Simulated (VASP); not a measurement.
# P (Cmce) in VASP: settings compared

Aim: see how the results for P move with the level of theory and the settings. Levels: BLYP, PBE, PBEsol, revPBE. Tasks: density of states.

All numbers are computed with VASP 6.6.1; they aren't measurements. Logs are shortened: lines on timing, memory, paths and dates and some standing lists are left out, and cuts for length are marked.

### 1 The cell of the first run

The structure is orthorhombic, space group Cmce (No. 64). The conventional cell has a = 3.295 Å, b = 10.930 Å, c = 4.544 Å, α = 90.00°, β = 90.00°, γ = 90.00°. P (site symmetry m) has 3 P at 2.20 to 2.25 Å within 2.9 Å.

### 2 Density of states, BLYP

POSCAR reads:

```
P
1.0
    1.6477431241     -5.4650377251      0.0000000000
    1.6477431241      5.4650377251      0.0000000000
    0.0000000000      0.0000000000      4.5436355900
P
4
Direct
    0.9041431300      0.0958568700      0.5888151700
    0.0958568700      0.9041431300      0.4111848300
    0.5958568700      0.4041431300      0.0888151700
    0.4041431300      0.5958568700      0.9111848300
```

INCAR.step1 reads:

```
PREC = Accurate
ENCUT = 520
EDIFF = 1E-7
ISMEAR = -1
SIGMA = 0.05
LREAL = False
LASPH = True
NELM = 80
ALGO = Normal
ISIF = 2
LWAVE = False
LCHARG = True
GGA = B5
ALDAX = 1.0
AGGAX = 1.0
AGGAC = 1.0
ALDAC = 0.0
NBANDS = 18
```

KPOINTS.step1 reads:

```
regular mesh
0
Gamma
  5 5 4
```

INCAR.step2 reads:

```
PREC = Accurate
ENCUT = 520
EDIFF = 1E-7
ISMEAR = -5
SIGMA = 0.05
LREAL = False
LASPH = True
NELM = 80
ALGO = Normal
ISIF = 2
LWAVE = False
LCHARG = False
GGA = B5
ALDAX = 1.0
AGGAX = 1.0
AGGAC = 1.0
ALDAC = 0.0
LORBIT = 11
NBANDS = 18
NEDOS = 2001
ICHARG = 11
```

KPOINTS.step2 reads:

```
regular mesh
0
Gamma
  8 8 6
```

Potentials or basis: VASP PAW PBE potentials, release 64 (P).

The run is started by

```bash
cat potpaw_PBE.64/P/POTCAR > POTCAR
cp INCAR.step1 INCAR
cp KPOINTS.step1 KPOINTS
mpirun -np 1 vasp_std > vasp.out
cp INCAR.step2 INCAR
cp KPOINTS.step2 KPOINTS
mpirun -np 1 vasp_std > vasp.out
```

OUTCAR:

```text
PREC = Accurate
   ENCUT = 520
   EDIFF = 1E-7
   ISMEAR = -5
   LREAL = False
   LASPH = True
   NELM = 80
   ISIF = 2
   GGA = B5
   LORBIT = 11
   ICHARG = 11

 ion  position               nearest neighbor table
   1  0.904  0.096  0.589-   4 2.20   4 2.20   2 2.25
   2  0.096  0.904  0.411-   3 2.20   3 2.20   1 2.25
   3  0.596  0.404  0.089-   2 2.20   2 2.20   4 2.25
   4  0.404  0.596  0.911-   1 2.20   1 2.20   3 2.25

  LATTYP: Found a base centered orthorhombic cell.
 ALAT       =     3.2954862482
 B/A-ratio  =     3.3166806435
 C/A-ratio  =     1.3787451222

  Lattice vectors:

 A1 = (   1.6477431241,  -5.4650377251,   0.0000000000)
 A2 = (   1.6477431241,   5.4650377251,   0.0000000000)
 A3 = (   0.0000000000,   0.0000000000,   4.5436355900)

Analysis of symmetry for initial positions (statically):
=====================================================================
 Subroutine PRICEL returns:
 Original cell was already a primitive cell.

 Routine SETGRP: Setting up the symmetry group for a
 base centered orthorhombic supercell.

 Subroutine GETGRP returns: Found  8 space group operations
 (whereof  4 operations were pure point group operations)
 out of a pool of  8 trial point group operations.

The static configuration has the point symmetry C_2h.
 The point group associated with its full space group is D_2h.

Analysis of symmetry for dynamics (positions and initial velocities):
=====================================================================
 Subroutine PRICEL returns:
 Original cell was already a primitive cell.

 Routine SETGRP: Setting up the symmetry group for a
 base centered orthorhombic supercell.

 Subroutine GETGRP returns: Found  8 space group operations
 (whereof  4 operations were pure point group operations)
 out of a pool of  8 trial point group operations.

The dynamic configuration has the point symmetry C_2h.
 The point group associated with its full space group is D_2h.

 Subroutine INISYM returns: Found  8 space group operations
 (whereof  4 operations are pure point group operations),
 and found     1 'primitive' translations

----------------------------------------------------------------------------------------

                                     Primitive cell

  volume of cell :      81.8307

  direct lattice vectors                    reciprocal lattice vectors
     1.647743124 -5.465037725  0.000000000     0.303445357 -0.091490677  0.000000000
[... 101 lines left out ...]
   TEBEG  =    0.0;   TEEND  =   0.0 temperature during run
   PSTRESS=    0.0 pullay stress
   NELECT =      20.0000    total number of electrons
   NUPDOWN=      -1.0000    fix difference up-down
   EMIN   =  10.00;   EMAX   =-10.00  energy-range for DOS
   EFERMI =   0.00;   METHOD = LEGACY
   ISMEAR =    -5;   SIGMA  =   0.05  broadening in eV -4-tet -1-fermi 0-gaus
   EFERMI_NEDOS =   21; number of points for ismear=-14 and -15
   IALGO  =     38    algorithm
   IMIX   =      4    mixing-type and parameters
     AMIX     =   0.40;   BMIX     =  1.00
     AMIX_MAG =   1.60;   BMIX_MAG =  1.00
  volume/ion in A,a.u.               =      20.46       138.06
  Fermi-wavevector in a.u.,A,eV,Ry     =   1.023559  1.934246 14.254450  1.047673
  Thomas-Fermi vector in A             =   2.157299
   LORBIT       =     11    0 simple, 1 ext, 2 COOP (PROOUT), +10 PAW based schemes
   GGA     = B5    functional components
   LHFCALC =     F    Hartree Fock is set to
   AEXX    =    0.0000 exact exchange contribution
   IVDW    =     0    specifies the selected vdW correction
   LEPSILON=     F    determine dielectric tensor
   LRPA    =     F    only Hartree local field effects (RPA)
 non-spin polarized calculation
 Fermi weights with tetrahedron method with Bloechl corrections
  energy-cutoff  :      520.00
  volume of cell :       81.83
 maximum number of plane-waves:      2226

 number of electron      20.0000004 magnetization

 Free energy of the ion-electron system (eV)
  ---------------------------------------------------
  ext. energy  EPLUGINS =         0.00000000
  ---------------------------------------------------
  free energy    TOTEN  =       -18.59350349 eV

  energy without entropy =      -18.59350349  energy(sigma->0) =      -18.59350349

 E-fermi :   6.2609     XC(G=0):  -8.8222

 val. band max:        6.2595238763   @ k =   0.5000   0.5000   0.0000
 cond. band min:       6.4689574952   @ k =   0.5000   0.5000   0.0000
 fundamental gap:      0.2094336189
 Fermi energy:         6.2608649931

 k-point     1 :       0.0000    0.0000    0.0000
  band No.  band energies     occupation
      1      -9.4982      2.00000
      2      -6.7877      2.00000
      3      -3.5425      2.00000
      4      -0.4149      2.00000
      5       1.2706      2.00000
      6       1.4804      2.00000
[... 481 lines left out ...]
      5       0.1000      2.00000
      6       0.4952      2.00000
[... 10 lines left out ...]
     17      11.9492      0.00000
     18      13.1773      0.00000

 [... further k-points ...]

------------------------ aborting loop because EDIFF is reached ----------------------------------------

  FORCE on cell =-STRESS in cart. coord.  units (eV):
  Direction    XX          YY          ZZ          XY          YZ          ZX
  --------------------------------------------------------------------------------------
  -------------------------------------------------------------------------------------
  Total        3.4377958      2.7757341      3.2015511      0.0000000     -0.0000000      0.0000000
  in kB       67.3092107     54.3465870     62.6837337      0.0000000     -0.0000000      0.0000000
  external PRESSURE =      61.4465105 kB  Pullay stress =       0.0000000 kB

 VOLUME and BASIS-vectors are now :
 -----------------------------------------------------------------------------
  energy-cutoff  :      520.00
  volume of cell :       81.83
      direct lattice vectors                 reciprocal lattice vectors
     1.647743124 -5.465037725  0.000000000     0.303445357 -0.091490677  0.000000000
     1.647743124  5.465037725  0.000000000     0.303445357  0.091490677  0.000000000
     0.000000000  0.000000000  4.543635590     0.000000000  0.000000000  0.220088073

 POSITION                                       TOTAL-FORCE (eV/Angst)
 -----------------------------------------------------------------------------------
      1.64774     -4.41731      2.67536         0.000000      0.325788     -0.287902
      1.64774      4.41731      1.86827         0.000000     -0.325788      0.287902
      1.64774     -1.04772      0.40354         0.000000     -0.325788     -0.287902
      1.64774      1.04772      4.14009         0.000000      0.325788      0.287902
 -----------------------------------------------------------------------------------
    total drift:                               -0.000000     -0.000000     -0.000000

  FREE ENERGIE OF THE ION-ELECTRON SYSTEM (eV)
  ---------------------------------------------------
  free  energy   TOTEN  =       -18.5935034858 eV

  energy  without entropy=      -18.5935034858  energy(sigma->0) =      -18.59350349

 total charge

# of ion       s       p       d       tot
------------------------------------------
    1        1.082   1.406   0.000   2.487
    2        1.082   1.406   0.000   2.487
    3        1.082   1.406   0.000   2.487
    4        1.082   1.406   0.000   2.487
--------------------------------------------------
tot          4.327   5.623   0.000   9.950
```

Wall time 2 min (1 thread of AMD EPYC 7R13 (Zen 3), shared host); peak memory 0.22 GiB.

What came out:

* Valence electrons inside the program's atomic spheres: P 2.49

Caveat: the PAW data sets were made with another functional, which shifts forces and pressure a little.

### 3 Density of states, PBE

POSCAR is that of step 2.

INCAR.step1 reads:

```
SYSTEM = P
PREC = Accurate
ENCUT = 520
EDIFF = 1E-6
ISMEAR = -1
SIGMA = 0.05
LREAL = .FALSE.
LASPH = .TRUE.
NELM = 60
ALGO = Normal
ISIF = 2
LWAVE = .FALSE.
LCHARG = .TRUE.
GGA = PE
NBANDS = 18
```

KPOINTS.step1 reads:

```
Automatic mesh
0
G
  5 5 4
  0 0 0
```

INCAR.step2 reads:

```
SYSTEM = P
PREC = Accurate
ENCUT = 520
EDIFF = 1E-6
ISMEAR = -5
SIGMA = 0.05
LREAL = .FALSE.
LASPH = .TRUE.
NELM = 60
ALGO = Normal
ISIF = 2
LWAVE = .FALSE.
LCHARG = .FALSE.
GGA = PE
LORBIT = 11
NEDOS = 1001
ICHARG = 11
```

KPOINTS.step2 reads:

```
Automatic mesh
0
G
  8 8 6
  0 0 0
```

Potentials or basis: VASP PAW PBE potentials, release 64 (P).

The run is started by

```bash
cat potpaw_PBE.64/P/POTCAR > POTCAR
cp INCAR.step1 INCAR
cp KPOINTS.step1 KPOINTS
mpirun -np 1 vasp_std > vasp.out
cp INCAR.step2 INCAR
cp KPOINTS.step2 KPOINTS
mpirun -np 1 vasp_std > vasp.out
```

Wall time 58 s (1 thread of Intel Xeon Platinum 8559C (Emerald Rapids), shared host); peak memory 0.25 GiB.

Results (log left out):

```
Valence electrons inside the program's atomic spheres : P 2.47
```

Levels at points of the mesh, in eV from the valence-band top:
```tsv
k point	band 7	band 8	band 9	band 10	band 11	band 12	band 13	band 14
(0.00, 0.00, 0.00)	-4.08	-2.80	-2.59	-1.23	0.56	1.00	1.88	2.81
(0.50, 0.00, 0.00)	-3.41	-3.41	-2.67	-2.67	0.65	0.65	1.47	1.47
(0.50, 0.50, 0.00)	-4.18	-2.43	-1.60	0.00	0.11	0.76	2.10	2.70
(0.00, 0.00, 0.50)	-3.29	-3.29	-1.68	-1.68	1.42	1.42	2.88	2.88
(0.50, 0.00, 0.50)	-5.33	-5.33	-1.83	-1.83	1.65	1.65	3.41	3.41
(0.50, 0.50, 0.50)	-2.80	-2.80	-1.99	-1.99	1.39	1.39	2.56	2.56
```

### 4 Density of states, PBEsol

POSCAR is that of step 3.

INCAR.step1 reads:

```
SYSTEM = P
PREC = Accurate
ENCUT = 520
EDIFF = 1E-7
ISMEAR = -1
SIGMA = 0.05
LREAL = .FALSE.
LASPH = .TRUE.
NELM = 100
ALGO = Normal
ISIF = 2
LWAVE = .FALSE.
LCHARG = .TRUE.
GGA = PS
NBANDS = 18
```

KPOINTS.step1 reads:

```
regular mesh
0
G
  5 5 4
  0 0 0
```

INCAR.step2 reads:

```
SYSTEM = P
PREC = Accurate
ENCUT = 520
EDIFF = 1E-7
ISMEAR = -5
SIGMA = 0.05
LREAL = .FALSE.
LASPH = .TRUE.
NELM = 100
ALGO = Normal
ISIF = 2
LWAVE = .FALSE.
LCHARG = .FALSE.
GGA = PS
LORBIT = 11
NBANDS = 18
NEDOS = 1001
ICHARG = 11
```

KPOINTS.step2 reads:

```
regular mesh
0
G
  8 8 6
  0 0 0
```

The run is started by

```bash
cat potpaw_PBE.64/P/POTCAR > POTCAR
cp INCAR.step1 INCAR
cp KPOINTS.step1 KPOINTS
mpirun -np 1 vasp_std > vasp.out
cp INCAR.step2 INCAR
cp KPOINTS.step2 KPOINTS
mpirun -np 1 vasp_std > vasp.out
```

Wall time 70 s (1 thread of Intel Xeon Platinum 8559C (Emerald Rapids), shared host); peak memory 0.26 GiB.

It converged, with:

```
Valence electrons inside the program's atomic spheres : P 2.46
```

Levels at points of the mesh, in eV from the valence-band top:
```tsv
k point	band 6	band 7	band 8	band 9	band 10	band 11	band 12	band 13	band 14	band 15
(0.00, 0.00, 0.00)	-4.96	-4.10	-2.86	-2.59	-1.25	0.48	0.91	1.82	2.78	5.36
(0.50, 0.00, 0.00)	-5.64	-3.44	-3.44	-2.71	-2.71	0.56	0.56	1.37	1.37	3.24
(0.50, 0.50, 0.00)	-5.52	-4.20	-2.43	-1.63	0.00	0.02	0.67	2.04	2.67	5.00
(0.00, 0.00, 0.50)	-4.48	-3.30	-3.30	-1.70	-1.70	1.35	1.35	2.84	2.84	4.53
(0.50, 0.00, 0.50)	-5.73	-5.38	-5.38	-1.85	-1.85	1.56	1.56	3.37	3.37	4.85
(0.50, 0.50, 0.50)	-3.33	-2.82	-2.82	-2.02	-2.02	1.32	1.32	2.47	2.47	3.10
```

Caveat: the PAW data sets were made with another functional, which shifts forces and pressure a little.

### 5 Density of states, revPBE

POSCAR is that of step 4.

INCAR.step1 reads:

```
PREC = Accurate
ENCUT = 520
EDIFF = 1E-7
ISMEAR = -1
SIGMA = 0.05
LREAL = False
LASPH = True
NELM = 100
ALGO = Normal
ISIF = 2
LWAVE = False
LCHARG = True
GGA = RE
NBANDS = 18
```

KPOINTS.step1 reads:

```
Automatic mesh
0
Gamma
  5 5 4
```

INCAR.step2 reads:

```
PREC = Accurate
ENCUT = 520
EDIFF = 1E-7
ISMEAR = -5
SIGMA = 0.05
LREAL = False
LASPH = True
NELM = 100
ALGO = Normal
ISIF = 2
LWAVE = False
LCHARG = False
GGA = RE
LORBIT = 10
NEDOS = 1001
ICHARG = 11
```

KPOINTS.step2 reads:

```
Automatic mesh
0
Gamma
  8 8 6
```

The run is started by

```bash
cat potpaw_PBE.64/P/POTCAR > POTCAR
cp INCAR.step1 INCAR
cp KPOINTS.step1 KPOINTS
mpirun -np 1 vasp_std > vasp.out
cp INCAR.step2 INCAR
cp KPOINTS.step2 KPOINTS
mpirun -np 1 vasp_std > vasp.out
```

It took 69 s on 1 thread of Intel Xeon Platinum 8559C (Emerald Rapids), shared host; peak memory 0.24 GiB.

It converged, with:

```yaml
Valence_electrons_inside_the_program's_atomic_spheres: P 2.47
```

Levels at points of the mesh, in eV from the valence-band top:
```tsv
k point	band 7	band 8	band 9	band 10	band 11	band 12	band 13	band 14
(0.00, 0.00, 0.00)	-4.07	-2.76	-2.57	-1.21	0.60	1.03	1.92	2.82
(0.50, 0.00, 0.00)	-3.40	-3.40	-2.65	-2.65	0.70	0.70	1.52	1.52
(0.50, 0.50, 0.00)	-4.16	-2.42	-1.58	0.00	0.16	0.80	2.13	2.72
(0.00, 0.00, 0.50)	-3.28	-3.28	-1.67	-1.67	1.46	1.46	2.90	2.90
(0.50, 0.00, 0.50)	-5.31	-5.31	-1.82	-1.82	1.69	1.69	3.43	3.43
(0.50, 0.50, 0.50)	-2.79	-2.79	-1.97	-1.97	1.43	1.43	2.62	2.62
```

Caveat: the PAW data sets were made with another functional, which shifts forces and pressure a little.
